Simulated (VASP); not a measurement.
# Sn (R-3m) in VASP: further runs

Runs on Sn. Level: PBE. Tasks: relaxation of cell and atoms.

Program: VASP 6.6.1. These are calculated values, not measurements. Logs are shortened: lines on timing, memory, paths and dates and some standing lists are left out, and cuts for length are marked.

### Step 1. The cell of the first run

It takes space group R-3m (No. 166, trigonal). The conventional cell has a = 4.519 Å, b = 4.519 Å, c = 12.570 Å, α = 90.00°, β = 90.00°, γ = 120.00°. Within 4.0 Å of Sn (site symmetry 3m) lie 6 Sn at 3.02 to 3.73 Å.

### Step 2. Relaxation of cell and atoms, PBE

INCAR

```
SYSTEM = Sn
ALGO     = Fast           ! electronic algorithm
EDIFF    = 1E-6           ! SCF threshold, eV
EDIFFG   = -0.04          ! ionic threshold
ENCUT    = 600            ! plane-wave cutoff, eV
GGA      = PE             ! functional
IBRION   = 2              ! ionic algorithm
ISIF     = 3              ! what is computed and relaxed
ISMEAR   = 0              ! smearing method
LASPH    = .TRUE.         ! aspherical terms in the spheres
LCHARG   = .FALSE.        ! write CHGCAR
LREAL    = .FALSE.        ! projectors in reciprocal space
LWAVE    = .FALSE.        ! write WAVECAR
NELM     = 100            ! most SCF steps
NSW      = 90             ! ionic steps
PREC     = Accurate       ! precision mode
SIGMA    = 0.1            ! smearing width, eV
```

KPOINTS

```
k-points
0
G
  6 6 6
  0 0 0
```

POSCAR

```
Sn
1.0
    2.2595264257      1.3045381901      4.1900208549
   -2.2595264257      1.3045381901      4.1900208549
    0.0000000000     -2.6090763802      4.1900208549
Sn
2
Direct
    0.2275400000      0.2275400000      0.2275400000
    0.7724600000      0.7724600000      0.7724600000
```

Potentials or basis: VASP PAW PBE potentials, release 64 (Sn_d).

Run with:

```console
$ cat potpaw_PBE.64/Sn_d/POTCAR > POTCAR
$ mpirun -np 1 vasp_std > vasp.out
```

OUTCAR:

```text
SYSTEM = Sn
   EDIFF = 1E-6
   EDIFFG = -0.04
   ENCUT = 600
   GGA = PE
   IBRION = 2
   ISIF = 3
   ISMEAR = 0
   LASPH = .TRUE.
   LREAL = .FALSE.
   NELM = 100
   NSW = 90
   PREC = Accurate

 ion  position               nearest neighbor table
   1  0.228  0.228  0.228-   2 3.02   2 3.02   2 3.02   2 3.73   2 3.73   2 3.73
   2  0.772  0.772  0.772-   1 3.02   1 3.02   1 3.02   1 3.73   1 3.73   1 3.73

  LATTYP: Found a trigonal (rhomboedric) cell.
 ALAT       =     4.9359451296
 COS(alpha) =     0.5808936906

  Lattice vectors:

 A1 = (   2.2595264257,   1.3045381901,   4.1900208549)
 A2 = (  -2.2595264257,   1.3045381901,   4.1900208549)
 A3 = (   0.0000000000,  -2.6090763802,   4.1900208549)

Analysis of symmetry for initial positions (statically):
=====================================================================
 Subroutine PRICEL returns:
 Original cell was already a primitive cell.

 Routine SETGRP: Setting up the symmetry group for a
 trigonal (rhombohedral) supercell.

 Subroutine GETGRP returns: Found 12 space group operations
 (whereof 12 operations were pure point group operations)
 out of a pool of 12 trial point group operations.

The static configuration has the point symmetry D_3d.

Analysis of symmetry for dynamics (positions and initial velocities):
=====================================================================
 Subroutine PRICEL returns:
 Original cell was already a primitive cell.

 Routine SETGRP: Setting up the symmetry group for a
 trigonal (rhombohedral) supercell.

 Subroutine GETGRP returns: Found 12 space group operations
 (whereof 12 operations were pure point group operations)
 out of a pool of 12 trial point group operations.

The dynamic configuration has the point symmetry D_3d.

 Subroutine INISYM returns: Found 12 space group operations
 (whereof 12 operations are pure point group operations),
 and found     1 'primitive' translations

----------------------------------------------------------------------------------------

                                     Primitive cell

  volume of cell :      74.1040

  direct lattice vectors                    reciprocal lattice vectors
     2.259526426  1.304538190  4.190020855     0.221285308  0.127759132  0.079554099
    -2.259526426  1.304538190  4.190020855    -0.221285308  0.127759132  0.079554099
     0.000000000 -2.609076380  4.190020855     0.000000000 -0.255518264  0.079554099

  length of vectors
     4.935945130  4.935945130  4.935945130     0.267616214  0.267616214  0.267616214

  position of ions in fractional coordinates (direct lattice)
     0.227540000  0.227540000  0.227540000
     0.772460000  0.772460000  0.772460000

  ion indices of the primitive-cell ions
   primitive index   ion index
                 1           1
                 2           2

----------------------------------------------------------------------------------------

 KPOINTS: k-points

Automatic generation of k-mesh.
 Grid dimensions read from file:
 generate k-points for:    6    6    6

 Generating k-lattice:

  Cartesian coordinates                     Fractional coordinates (reciprocal lattice)
     0.036880885  0.021293189  0.013259016     0.166666667  0.000000000 -0.000000000
    -0.036880885  0.021293189  0.013259016     0.000000000  0.166666667 -0.000000000
     0.000000000 -0.042586377  0.013259016    -0.000000000 -0.000000000  0.166666667

  Length of vectors
     0.044602702  0.044602702  0.044602702

  Shift w.r.t. Gamma in fractional coordinates (k-lattice)
     0.000000000  0.000000000  0.000000000

 Subroutine IBZKPT returns following result:
 ===========================================

 Found     32 irreducible k-points:

 Following reciprocal coordinates:
            Coordinates               Weight
  0.000000  0.000000  0.000000      1.000000
  0.166667 -0.000000  0.000000      6.000000
  0.333333 -0.000000 -0.000000      6.000000
  0.500000 -0.000000 -0.000000      3.000000
  0.166667  0.166667 -0.000000      6.000000
  0.333333  0.166667 -0.000000     12.000000
[... 16 lines left out ...]
  0.500000  0.500000  0.166667      6.000000
 -0.333333  0.500000  0.166667     12.000000
 [... further k-points ...]
   k-points           NKPTS =     32   k-points in BZ     NKDIM =     32   number of bands    NBANDS=     18
   number of dos      NEDOS =    301   number of ions     NIONS =      2
   total plane-waves  NPLWV =  64000
   dimension x,y,z NGX =    40 NGY =   40 NGZ =   40
   dimension x,y,z NGXF=    80 NGYF=   80 NGZF=   80
   ions per type =               2
   NGX,Y,Z   is equivalent  to a cutoff of  13.47, 13.47, 13.47 a.u.
   NGXF,Y,Z  is equivalent  to a cutoff of  26.94, 26.94, 26.94 a.u.
 SYSTEM =  Sn
   PREC   = accura    normal or accurate (medium, high low for compatibility)
   ISTART =      0    job   : 0-new  1-cont  2-samecut
   ICHARG =      2    charge: 1-file 2-atom 10-const
   ISPIN  =      1    spin polarized calculation?
   LNONCOLLINEAR =      F non collinear calculations
   LSORBIT =      F    spin-orbit coupling
   LASPH  =      T    aspherical Exc in radial PAW
   ENCUT  =  600.0 eV  44.10 Ry    6.64 a.u.   9.86  9.86  9.86*2*pi/ulx,y,z
   NELM   =    100;   NELMIN=  2; NELMDL= -5     # of ELM steps
   EDIFF  = 0.1E-05   stopping-criterion for ELM
   LREAL  =      F    real-space projection
   EDIFFG = -.4E-01   stopping-criterion for IOM
   NSW    =     90    number of steps for IOM
   IBRION =      2    ionic relax: 0-MD 1-quasi-New 2-CG
   NFREE  =      1    steps in history (QN), initial steepest desc. (CG)
   ISIF   =      3    stress and relaxation
   ISYM   =      2    0-nonsym 1-usesym 2-fastsym
   POTIM  = 0.5000    time-step for ionic-motion
   TEBEG  =    0.0;   TEEND  =   0.0 temperature during run
   PSTRESS=    0.0 pullay stress
   NELECT =      28.0000    total number of electrons
   NUPDOWN=      -1.0000    fix difference up-down
   EMIN   =  10.00;   EMAX   =-10.00  energy-range for DOS
   EFERMI =   0.00;   METHOD = LEGACY
   ISMEAR =     0;   SIGMA  =   0.10  broadening in eV -4-tet -1-fermi 0-gaus
   EFERMI_NEDOS =   21; number of points for ismear=-14 and -15
   IALGO  =     68    algorithm
   IMIX   =      4    mixing-type and parameters
     AMIX     =   0.40;   BMIX     =  1.00
     AMIX_MAG =   1.60;   BMIX_MAG =  1.00
  volume/ion in A,a.u.               =      37.05       250.04
  Fermi-wavevector in a.u.,A,eV,Ry     =   1.183533  2.236553 19.058358  1.400750
  Thomas-Fermi vector in A             =   2.319765
   LORBIT       =      0    0 simple, 1 ext, 2 COOP (PROOUT), +10 PAW based schemes
   GGA     = PE    functional components
   LHFCALC =     F    Hartree Fock is set to
   AEXX    =    0.0000 exact exchange contribution
   IVDW    =     0    specifies the selected vdW correction
   LEPSILON=     F    determine dielectric tensor
   LRPA    =     F    only Hartree local field effects (RPA)
 conjugate gradient relaxation of ions
 non-spin polarized calculation
 RMM-DIIS sequential band-by-band and
 Gauss-broadening in eV      SIGMA  =   0.10
  energy-cutoff  :      600.00
  volume of cell :       74.10
 maximum number of plane-waves:      2485
   NGX = 19   NGY = 19   NGZ = 19

--------------------------------------- Ionic step        1  -------------------------------------------

 number of electron      28.0000003 magnetization

 Free energy of the ion-electron system (eV)
  ---------------------------------------------------
  ext. energy  EPLUGINS =         0.00000000
  ---------------------------------------------------
  free energy    TOTEN  =        -7.08987322 eV

  energy without entropy =       -7.08173012  energy(sigma->0) =       -7.08580167

 E-fermi :   4.5634     XC(G=0):  -8.8226

 val. band max:        4.5007894895   @ k =   0.5000  -0.0000  -0.0000
 cond. band min:       4.5700297866   @ k =   0.5000   0.1667   0.1667
 fundamental gap:      0.0692402971
 Fermi energy:         4.5634186332

 k-point     1 :       0.0000    0.0000    0.0000
  band No.  band energies     occupation
      1     -16.8444      2.00000
      2     -16.8444      2.00000
      3     -16.7394      2.00000
      4     -16.7364      2.00000
      5     -16.7364      2.00000
      6     -16.6335      2.00000
[... 10 lines left out ...]
     17       8.7217      0.00000
     18       8.7220      0.00000
[... 466 lines left out ...]
      2     -16.7574      2.00000
      3     -16.7270      2.00000
      4     -16.7018      2.00000
      5     -16.6782      2.00000
      6     -16.6645      2.00000
[... 10 lines left out ...]
     17       9.1314      0.00000
     18      11.4774      0.00000

 [... further k-points ...]
[... 5 lines left out ...]
  --------------------------------------------------------------------------------------
  -------------------------------------------------------------------------------------
  Total       -1.8225729     -1.8225729     -2.0860185      0.0000000      0.0000000     -0.0000000
  in kB      -39.4052267    -39.4052267    -45.1010936      0.0000000      0.0000000     -0.0000000
  external PRESSURE =     -41.3038490 kB  Pullay stress =       0.0000000 kB
[... 165 lines left out ...]
  energy  without entropy=       -7.4471002027  energy(sigma->0) =       -7.45009750

--------------------------------------- Ionic step        6  -------------------------------------------

 number of electron      28.0000004 magnetization

 E-fermi :   7.3038     XC(G=0): -10.0220

 val. band max:        7.3022730767   @ k =   0.5000   0.1667  -0.0000
 cond. band min:       7.4491663566   @ k =  -0.3333   0.1667   0.1667
 fundamental gap:      0.1468932799
 Fermi energy:         7.3038283670

 k-point     1 :       0.0000    0.0000    0.0000
  band No.  band energies     occupation
      1     -14.3433      2.00000
      2     -14.3433      2.00000
      3     -14.1732      2.00000
      4     -14.1700      2.00000
      5     -14.1700      2.00000
      6     -13.9459      2.00000
[... 10 lines left out ...]
     17      12.9049      0.00000
     18      12.9194      0.00000
[... 466 lines left out ...]
      2     -14.1951      2.00000
      3     -14.1563      2.00000
      4     -14.0861      2.00000
      5     -14.0461      2.00000
      6     -14.0394      2.00000
[... 10 lines left out ...]
     17      12.0685      0.00000
     18      16.0117      0.00000

 [... further k-points ...]
[... 5 lines left out ...]
  --------------------------------------------------------------------------------------
  -------------------------------------------------------------------------------------
  Total        0.7588713      0.7588713      0.7022900      0.0000000     -0.0000000      0.0000000
  in kB       21.2830554     21.2830554     19.6961965      0.0000000     -0.0000000      0.0000000
  external PRESSURE =      20.7541024 kB  Pullay stress =       0.0000000 kB
[... 21 lines left out ...]
  energy  without entropy=       -7.5032362922  energy(sigma->0) =       -7.50648592

--------------------------------------- Ionic step        7  -------------------------------------------

 number of electron      28.0000003 magnetization

 Free energy of the ion-electron system (eV)
  ---------------------------------------------------
  ext. energy  EPLUGINS =         0.00000000
  ---------------------------------------------------
  free energy    TOTEN  =        -7.53448423 eV

  energy without entropy =       -7.52860673  energy(sigma->0) =       -7.53154548

 E-fermi :   6.9580     XC(G=0):  -9.8807

 val. band max:        6.9555190024   @ k =   0.5000   0.1667  -0.0000
 cond. band min:       7.0162529015   @ k =   0.1667  -0.0000   0.0000
 fundamental gap:      0.0607338991
 Fermi energy:         6.9580289838

 k-point     1 :       0.0000    0.0000    0.0000
  band No.  band energies     occupation
      1     -14.6590      2.00000
      2     -14.6590      2.00000
      3     -14.5040      2.00000
      4     -14.5001      2.00000
      5     -14.5001      2.00000
      6     -14.2986      2.00000
[... 10 lines left out ...]
     17      12.4872      0.00000
     18      12.4907      0.00000
[... 466 lines left out ...]
      2     -14.5243      2.00000
      3     -14.4877      2.00000
      4     -14.4241      2.00000
      5     -14.3891      2.00000
      6     -14.3836      2.00000
[... 10 lines left out ...]
     17      12.1098      0.00000
     18      15.5814      0.00000

 [... further k-points ...]
[... 5 lines left out ...]
  --------------------------------------------------------------------------------------
  -------------------------------------------------------------------------------------
  Total        0.0526003      0.0526003      0.0185923      0.0000000     -0.0000000     -0.0000000
  in kB        1.4298541      1.4298541      0.5054021      0.0000000     -0.0000000     -0.0000000
  external PRESSURE =       1.1217034 kB  Pullay stress =       0.0000000 kB
[... 17 lines left out ...]
  FREE ENERGIE OF THE ION-ELECTRON SYSTEM (eV)
  ---------------------------------------------------
  free  energy   TOTEN  =        -7.5344842325 eV

  energy  without entropy=       -7.5286067336  energy(sigma->0) =       -7.53154548

 reached required accuracy - stopping structural energy minimisation
```

Wall time 5.8 min (1 thread of Intel Xeon Platinum 8259CL at 2.50GHz (Skylake/Cascade Lake), shared host); peak memory 0.27 GiB.

What came out:

| Property | Result |
| --- | --- |
| Free energy | -7.5345 eV |
| Relaxed volume | 29.47 Å³/atom |
| Relaxed cell | a = 4.395 Å, b = 4.395 Å, c = 4.395 Å, α = 59.21°, β = 59.21°, γ = 59.21° |
| Space group after relaxing (to 0.05 Å) | R-3m (No. 166) |
| Energy gained by relaxing | 222.3 meV/atom |
| Ionic steps | 7 |
| Pressure after relaxing | 0.1 GPa |
| Largest force after relaxing | 0.026 eV/Å |
| Band gap on the k mesh | zero (band 14 reaches 8.38 eV, above the bottom of band 15 at 4.90 eV) |

Forces on the atoms (eV/Å):
```
Sn   0.000  0.000 -0.026
Sn   0.000  0.000  0.026
```

Stress tensor (GPa, compression positive):
```
0.14 0.00 0.00
0.00 0.14 0.00
0.00 0.00 0.05
```

Step by step:
```csv
step,energy change (eV),largest force (eV/Å),pressure (GPa),volume (Å³)
1,0.0000,0.1444,-4.13,74.10
2,-0.1603,0.7162,-0.42,64.32
3,-0.1621,0.8033,0.35,63.19
4,-0.2281,0.8238,0.58,61.30
5,-0.3632,0.6081,3.60,55.77
6,-0.4199,0.3284,2.08,57.13
7,-0.4446,0.0255,0.11,58.94
```

Final structure:
```
CELL_PARAMETERS angstrom
2.17113 1.25350 3.60949
-2.17113 1.25350 3.60949
0.00000 -2.50700 3.60949
ATOMIC_POSITIONS crystal
Sn 0.25034 0.25034 0.25034
Sn 0.74966 0.74966 0.74966
```

Levels at points of the mesh, in eV from the Fermi level:
```tsv
k point	band 12	band 13	band 14	band 15	band 16	band 17
(0.00, 0.00, 0.00)	-1.00	-0.02	0.21	0.21	5.26	5.53
(0.50, 0.00, 0.00)	-7.71	1.04	1.07	1.12	1.17	2.16
(0.50, 0.50, 0.00)	-4.58	-4.50	-2.21	-2.06	2.85	7.67
(0.50, 0.50, 0.50)	-7.77	1.22	1.42	1.46	1.46	2.32
```

Caveat: the volume moved by over 15 % at a fixed basis, so the end points are rough; spin-orbit coupling is left out, which moves the levels of the heavy elements.

[end of part 1 of 2]
